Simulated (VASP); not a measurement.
# Cs2YLuBr6 (Fm-3m) in VASP: single point with r2SCAN

Aim: the single point of Cs2YLuBr6 with r2SCAN.

Program: VASP 6.6.1. These are calculated values, not measurements. Logs are shortened: lines on timing, memory, paths and dates and some standing lists are left out, and cuts for length are marked.

### Step 1. The cell of the first run

Symmetry: Fm-3m, No. 225, cubic system. The conventional cell has a = 11.507 Å, b = 11.507 Å, c = 11.507 Å, α = 90.00°, β = 90.00°, γ = 90.00°. Lu (site symmetry m-3m) has 6 Br at 2.94 Å within 3.9 Å. Within 3.7 Å of Br (site symmetry 4mm) lie 1 Y at 2.81 Å and 1 Lu at 2.94 Å. Within 3.7 Å of Y (site symmetry m-3m) lie 6 Br at 2.81 Å. Within 5.3 Å of Cs (site symmetry -43m) lie 12 Br at 4.07 Å and 4 Lu at 4.98 Å and 4 Y at 4.98 Å.

### Step 2. Single point, r2SCAN

The input, POSCAR:

```
Cs2YLuBr6
1.0
    0.0000000000      5.7533550000      5.7533550000
    5.7533550000      0.0000000000      5.7533550000
    5.7533550000      5.7533550000      0.0000000000
Lu Br Y Cs
1 6 1 2
Direct
    0.5000000000      0.5000000000      0.5000000000
    0.7554000000      0.2446000000      0.2446000000
    0.2446000000      0.7554000000      0.2446000000
    0.2446000000      0.7554000000      0.7554000000
    0.7554000000      0.2446000000      0.7554000000
    0.2446000000      0.2446000000      0.7554000000
    0.7554000000      0.7554000000      0.2446000000
    0.0000000000      0.0000000000      0.0000000000
    0.2500000000      0.2500000000      0.2500000000
    0.7500000000      0.7500000000      0.7500000000
```

The input, INCAR.step1:

```
SYSTEM = Cs2YLuBr6
PREC = Accurate
ENCUT = 520
ISMEAR = -1
SIGMA = 0.0755
LREAL = .FALSE.
LASPH = .TRUE.
NELM = 80
NBANDS = 59
GGA = PE
ALGO = Normal
EDIFF = 1E-4
LWAVE = .TRUE.
LCHARG = .FALSE.
```

The input, INCAR.step2:

```
SYSTEM = Cs2YLuBr6
PREC = Accurate
ENCUT = 520
EDIFF = 1E-6
ISMEAR = -1
SIGMA = 0.0755
LREAL = .FALSE.
LASPH = .TRUE.
NELM = 80
ALGO = Normal
ISIF = 2
LWAVE = .FALSE.
LCHARG = .TRUE.
METAGGA = R2SCAN
LMIXTAU = .TRUE.
LELF = .TRUE.
LVHAR = .TRUE.
NBANDS = 59
ISTART = 1
```

The input, KPOINTS:

```
regular mesh
0
G
  5 5 5
  0 0 0
```

Potentials or basis: VASP PAW PBE potentials, release 64 (Lu, Br, Y_sv, Cs_sv).

Launch:

```
> cat potpaw_PBE.64/Lu/POTCAR potpaw_PBE.64/Br/POTCAR potpaw_PBE.64/Y_sv/POTCAR potpaw_PBE.64/Cs_sv/POTCAR > POTCAR
> cp INCAR.step1 INCAR
> mpirun -np 1 vasp_std > vasp.out
> cp INCAR.step2 INCAR
> mpirun -np 1 vasp_std > vasp.out
```

OUTCAR:

```text
SYSTEM = Cs2YLuBr6
   PREC = Accurate
   ENCUT = 520
   EDIFF = 1E-6
   ISMEAR = -1
   LREAL = .FALSE.
   LASPH = .TRUE.
   NELM = 80
   ISIF = 2
   METAGGA = R2SCAN
   ISTART = 1

 ion  position               nearest neighbor table
   1  0.500  0.500  0.500-   2 2.94   3 2.94   4 2.94   5 2.94   6 2.94   7 2.94
   2  0.755  0.245  0.245-   8 2.81   1 2.94
   3  0.245  0.755  0.245-   8 2.81   1 2.94
   4  0.245  0.755  0.755-   8 2.81   1 2.94
   5  0.755  0.245  0.755-   8 2.81   1 2.94
   6  0.245  0.245  0.755-   8 2.81   1 2.94
   7  0.755  0.755  0.245-   8 2.81   1 2.94
   8  0.000  0.000  0.000-   2 2.81   3 2.81   4 2.81   5 2.81   6 2.81   7 2.81
   9  0.250  0.250  0.250-
  10  0.750  0.750  0.750-

  LATTYP: Found a face centered cubic cell.
 ALAT       =    11.5067100000

  Lattice vectors:

 A1 = (   0.0000000000,   5.7533550000,   5.7533550000)
 A2 = (   5.7533550000,   0.0000000000,   5.7533550000)
 A3 = (   5.7533550000,   5.7533550000,   0.0000000000)

Analysis of symmetry for initial positions (statically):
=====================================================================
 Subroutine PRICEL returns:
 Original cell was already a primitive cell.

 Routine SETGRP: Setting up the symmetry group for a
 face centered cubic supercell.

 Subroutine GETGRP returns: Found 48 space group operations
 (whereof 48 operations were pure point group operations)
 out of a pool of 48 trial point group operations.

The static configuration has the point symmetry O_h .

Analysis of symmetry for dynamics (positions and initial velocities):
=====================================================================
 Subroutine PRICEL returns:
 Original cell was already a primitive cell.

 Routine SETGRP: Setting up the symmetry group for a
 face centered cubic supercell.

 Subroutine GETGRP returns: Found 48 space group operations
 (whereof 48 operations were pure point group operations)
 out of a pool of 48 trial point group operations.

The dynamic configuration has the point symmetry O_h .

 Subroutine INISYM returns: Found 48 space group operations
 (whereof 48 operations are pure point group operations),
 and found     1 'primitive' translations

----------------------------------------------------------------------------------------

                                     Primitive cell

  volume of cell :     380.8847

  direct lattice vectors                    reciprocal lattice vectors
     0.000000000  5.753355000  5.753355000    -0.086905814  0.086905814  0.086905814
     5.753355000  0.000000000  5.753355000     0.086905814 -0.086905814  0.086905814
     5.753355000  5.753355000  0.000000000     0.086905814  0.086905814 -0.086905814

  length of vectors
     8.136472670  8.136472670  8.136472670     0.150525285  0.150525285  0.150525285

  position of ions in fractional coordinates (direct lattice)
     0.500000000  0.500000000  0.500000000
     0.755400000  0.244600000  0.244600000
     0.244600000  0.755400000  0.244600000
     0.244600000  0.755400000  0.755400000
     0.755400000  0.244600000  0.755400000
     0.244600000  0.244600000  0.755400000
     0.755400000  0.755400000  0.244600000
     0.000000000  0.000000000  0.000000000
     0.250000000  0.250000000  0.250000000
     0.750000000  0.750000000  0.750000000

  ion indices of the primitive-cell ions
   primitive index   ion index
                 1           1
                 2           2
                 3           3
                 4           4
                 5           5
                 6           6
                 7           7
                 8           8
                 9           9
                10          10

----------------------------------------------------------------------------------------

 KPOINTS: regular mesh

Automatic generation of k-mesh.
 Grid dimensions read from file:
 generate k-points for:    5    5    5

 Generating k-lattice:

  Cartesian coordinates                     Fractional coordinates (reciprocal lattice)
    -0.017381163  0.017381163  0.017381163     0.200000000  0.000000000  0.000000000
     0.017381163 -0.017381163  0.017381163     0.000000000  0.200000000  0.000000000
     0.017381163  0.017381163 -0.017381163     0.000000000  0.000000000  0.200000000

  Length of vectors
     0.030105057  0.030105057  0.030105057

  Shift w.r.t. Gamma in fractional coordinates (k-lattice)
     0.000000000  0.000000000  0.000000000

 Subroutine IBZKPT returns following result:
 ===========================================

 Found     10 irreducible k-points:

 Following reciprocal coordinates:
            Coordinates               Weight
  0.000000  0.000000  0.000000      1.000000
  0.200000  0.000000  0.000000      8.000000
  0.400000  0.000000  0.000000      8.000000
  0.200000  0.200000  0.000000      6.000000
  0.400000  0.200000  0.000000     24.000000
 -0.400000  0.200000  0.000000     24.000000
 -0.200000  0.200000  0.000000     12.000000
  0.400000  0.400000  0.000000      6.000000
 -0.400000  0.400000  0.000000     12.000000
 -0.400000  0.400000  0.200000     24.000000
   k-points           NKPTS =     10   k-points in BZ     NKDIM =     10   number of bands    NBANDS=     59
   number of dos      NEDOS =    301   number of ions     NIONS =     10
   total plane-waves  NPLWV = 262144
   dimension x,y,z NGX =    64 NGY =   64 NGZ =   64
   dimension x,y,z NGXF=   128 NGYF=  128 NGZF=  128
   ions per type =               1   6   1   2
   NGX,Y,Z   is equivalent  to a cutoff of  13.08, 13.08, 13.08 a.u.
   NGXF,Y,Z  is equivalent  to a cutoff of  26.15, 26.15, 26.15 a.u.
 SYSTEM =  Cs2YLuBr6
   PREC   = accura    normal or accurate (medium, high low for compatibility)
   ISTART =      1    job   : 0-new  1-cont  2-samecut
   ICHARG =      0    charge: 1-file 2-atom 10-const
   ISPIN  =      1    spin polarized calculation?
   LNONCOLLINEAR =      F non collinear calculations
   LSORBIT =      F    spin-orbit coupling
   LASPH  =      T    aspherical Exc in radial PAW
   ENCUT  =  520.0 eV  38.22 Ry    6.18 a.u.  15.13 15.13 15.13*2*pi/ulx,y,z
   NELM   =     80;   NELMIN=  2; NELMDL=  0     # of ELM steps
   EDIFF  = 0.1E-05   stopping-criterion for ELM
   LREAL  =      F    real-space projection
   EDIFFG = 0.1E-04   stopping-criterion for IOM
   NSW    =      0    number of steps for IOM
   IBRION =     -1    ionic relax: 0-MD 1-quasi-New 2-CG
   NFREE  =      0    steps in history (QN), initial steepest desc. (CG)
   ISIF   =      2    stress and relaxation
   ISYM   =      2    0-nonsym 1-usesym 2-fastsym
   POTIM  = 0.5000    time-step for ionic-motion
   TEBEG  =    0.0;   TEEND  =   0.0 temperature during run
   PSTRESS=    0.0 pullay stress
   NELECT =      96.0000    total number of electrons
   NUPDOWN=      -1.0000    fix difference up-down
   EMIN   =  10.00;   EMAX   =-10.00  energy-range for DOS
   EFERMI =   0.00;   METHOD = LEGACY
   ISMEAR =    -1;   SIGMA  =   0.08  broadening in eV -4-tet -1-fermi 0-gaus
   EFERMI_NEDOS =   21; number of points for ismear=-14 and -15
   IALGO  =     38    algorithm
   IMIX   =      4    mixing-type and parameters
     AMIX     =   0.40;   BMIX     =  1.00
     AMIX_MAG =   1.60;   BMIX_MAG =  1.00
  volume/ion in A,a.u.               =      38.09       257.03
  Fermi-wavevector in a.u.,A,eV,Ry     =   1.034112  1.954188 14.549890  1.069387
  Thomas-Fermi vector in A             =   2.168391
   LORBIT       =      0    0 simple, 1 ext, 2 COOP (PROOUT), +10 PAW based schemes
   METAGGA = R2SCAN    functional components
   LHFCALC =     F    Hartree Fock is set to
   AEXX    =    0.0000 exact exchange contribution
   IVDW    =     0    specifies the selected vdW correction
   LEPSILON=     F    determine dielectric tensor
   LRPA    =     F    only Hartree local field effects (RPA)
 non-spin polarized calculation
  energy-cutoff  :      520.00
  volume of cell :      380.88
 maximum number of plane-waves:     10283
 NGX is ok and might be reduce to    64
   NGX = 31   NGY = 31   NGZ = 31

 number of electron      96.0000002 magnetization

 Free energy of the ion-electron system (eV)
  ---------------------------------------------------
  ext. energy  EPLUGINS =         0.00000000
  ---------------------------------------------------
  free energy    TOTEN  =      -205.74441261 eV

  energy without entropy =     -205.64702392  energy(sigma->0) =     -205.69571827

 E-fermi :   3.9076     XC(G=0):  -8.3183

 val. band max:        3.8872953001   @ k =  -0.4000   0.4000   0.2000
 cond. band min:       4.0017789694   @ k =   0.4000   0.0000   0.0000
 fundamental gap:      0.1144836692
 Fermi energy:         3.9075728516

 k-point     1 :       0.0000    0.0000    0.0000
  band No.  band energies     occupation
      1     -56.8079      2.00000
      2     -42.3901      2.00000
      3     -26.8392      2.00000
      4     -26.8391      2.00000
      5     -26.8391      2.00000
      6     -21.8352      2.00000
[... 51 lines left out ...]
     58       5.3871      0.00000
     59       5.3872      0.00000

 k-point     2 :       0.2000    0.0000    0.0000
  band No.  band energies     occupation
      1     -56.8079      2.00000
      2     -42.3901      2.00000
      3     -26.8392      2.00000
      4     -26.8391      2.00000
      5     -26.8391      2.00000
      6     -21.8353      2.00000
[... 51 lines left out ...]
     58       5.3609      0.00000
     59       5.4275      0.00000

 k-point     3 :       0.4000    0.0000    0.0000
  band No.  band energies     occupation
      1     -56.8079      2.00000
      2     -42.3901      2.00000
      3     -26.8392      2.00000
      4     -26.8391      2.00000
      5     -26.8391      2.00000
      6     -21.8354      2.00000
[... 370 lines left out ...]
      5     -26.8391      2.00000
      6     -21.8353      2.00000
[... 51 lines left out ...]
     58       6.3597      0.00000
     59       6.3790      0.00000

 k-point    10 :      -0.4000    0.4000    0.2000
  band No.  band energies     occupation
      1     -56.8079      2.00000
      2     -42.3901      2.00000
      3     -26.8392      2.00000
      4     -26.8391      2.00000
      5     -26.8391      2.00000
      6     -21.8353      2.00000
[... 51 lines left out ...]
     58       6.2944      0.00000
     59       6.3044      0.00000

------------------------ aborting loop because EDIFF is reached ----------------------------------------

  FORCE on cell =-STRESS in cart. coord.  units (eV):
  Direction    XX          YY          ZZ          XY          YZ          ZX
  --------------------------------------------------------------------------------------
  -------------------------------------------------------------------------------------
  Total       -4.7303271     -4.7303271     -4.7303271      0.0000000      0.0000000     -0.0000000
  in kB      -19.8979458    -19.8979458    -19.8979458      0.0000000      0.0000000     -0.0000000
  external PRESSURE =     -19.8979458 kB  Pullay stress =       0.0000000 kB

 VOLUME and BASIS-vectors are now :
 -----------------------------------------------------------------------------
  energy-cutoff  :      520.00
  volume of cell :      380.88
      direct lattice vectors                 reciprocal lattice vectors
     0.000000000  5.753355000  5.753355000    -0.086905814  0.086905814  0.086905814
     5.753355000  0.000000000  5.753355000     0.086905814 -0.086905814  0.086905814
     5.753355000  5.753355000  0.000000000     0.086905814  0.086905814 -0.086905814

 POSITION                                       TOTAL-FORCE (eV/Angst)
 -----------------------------------------------------------------------------------
      5.75335      5.75335      5.75335         0.000000     -0.000000     -0.000000
      2.81454      5.75335      5.75335         0.787141     -0.000000     -0.000000
      5.75335      2.81454      5.75335         0.000000      0.787141     -0.000000
      8.69217      5.75335      5.75335        -0.787141     -0.000000     -0.000000
      5.75335      8.69217      5.75335         0.000000     -0.787141     -0.000000
      5.75335      5.75335      2.81454         0.000000     -0.000000      0.787141
      5.75335      5.75335      8.69217         0.000000     -0.000000     -0.787141
      0.00000      0.00000      0.00000         0.000000     -0.000000     -0.000000
      2.87668      2.87668      2.87668         0.000000     -0.000000     -0.000000
      8.63003      8.63003      8.63003         0.000000     -0.000000     -0.000000
 -----------------------------------------------------------------------------------
    total drift:                               -0.000000      0.000000     -0.000000

  FREE ENERGIE OF THE ION-ELECTRON SYSTEM (eV)
  ---------------------------------------------------
  free  energy   TOTEN  =      -205.7444126082 eV

  energy  without entropy=     -205.6470239235  energy(sigma->0) =     -205.69571827
```

It took 12 min on 1 thread of Intel Xeon 6975P-C (Granite Rapids), shared host; peak memory 0.78 GiB.

What came out:

| Item | Value |
| --- | --- |
| Free energy | -205.7444 eV |
| Pressure | -2.0 GPa |
| Largest force | 0.787 eV/Å |
| Band gap on the k mesh | zero (bands 48 and 49 overlap by 0.70 eV) |

Forces on the atoms (eV/Å):
```
Lu   0.000  0.000  0.000
Br   0.787  0.000  0.000
Br   0.000  0.787  0.000
Br  -0.787  0.000  0.000
Br   0.000 -0.787  0.000
Br   0.000  0.000  0.787
Br   0.000  0.000 -0.787
Y    0.000  0.000  0.000
Cs   0.000  0.000  0.000
Cs   0.000  0.000  0.000
```

Caveat: the PAW data sets were made with another functional, which shifts forces and pressure a little; spin-orbit coupling is left out, which moves the levels of the heavy elements.

The gap in the log of VASP goes by the Fermi energy; the results here count the filled bands.